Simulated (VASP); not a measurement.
**Si: single point with PBE**

Si:

```
Si
1.0
    -3.85108    0.00000    0.00000
    -1.92554   -3.33514    0.00000
    -0.96277   -0.55586   12.72936
Si
8
Direct
  0.18226 0.18226 0.90647
  0.26559 0.26559 0.40647
  0.64059 0.64059 0.15647
  0.55726 0.55726 0.65647
  0.31774 0.31774 0.09353
  0.23441 0.23441 0.59353
  0.60941 0.60941 0.34353
  0.52608 0.52608 0.84353
```

| Property | Result |
| --- | --- |
| Program | VASP 6.6.1 |
| Task | single point |
| Functional | PBE |
| Potentials or basis | VASP PAW PBE potentials, release 64 (Si) |
| Cutoff | 520 eV |
| k mesh | 10 × 10 × 3 |
| Occupations | gaussian, width 0.05 eV |
| Spin | no spin polarisation |

The pressure is -0.8 GPa. The largest force is 1.383 eV/Å and the band gap on the k mesh is zero (bands 16 and 17 overlap by 0.01 eV).

Forces on the atoms (eV/Å):
```
Si  -0.857 -0.495  0.702
Si  -0.010 -0.006 -0.003
Si  -0.175 -0.101 -0.022
Si  -0.169 -0.097 -0.078
Si   1.045  0.603 -0.676
Si   0.015  0.009  0.007
Si   0.104  0.060  0.051
Si   0.046  0.026  0.019
```

Stress tensor (GPa, compression positive):
```
-1.07 -0.75  3.27
-0.75 -0.20  1.89
 3.27  1.89 -1.08
```

Levels at points of the mesh, in eV from the Fermi level:
```tsv
k point	band 14	band 15	band 16	band 17	band 18	band 19
(0.00, 0.00, 0.00)	-0.35	-0.12	0.02	1.14	1.56	1.86
(0.50, 0.00, 0.00)	-2.21	-1.92	-1.47	0.37	0.56	0.92
(0.50, 0.50, 0.00)	-2.37	-1.72	-1.45	0.26	0.46	0.96
```

It took 2.8 min on 1 thread of AMD EPYC 9R45 96-Core Processor (Zen 5), with other jobs on the host, peak memory 0.39 GiB.

Caveat: semilocal functionals underestimate gaps, so a narrow gap can read as zero; forces of over 1 eV/Å act on the atoms, so gaps and moduli don't describe the material at rest.
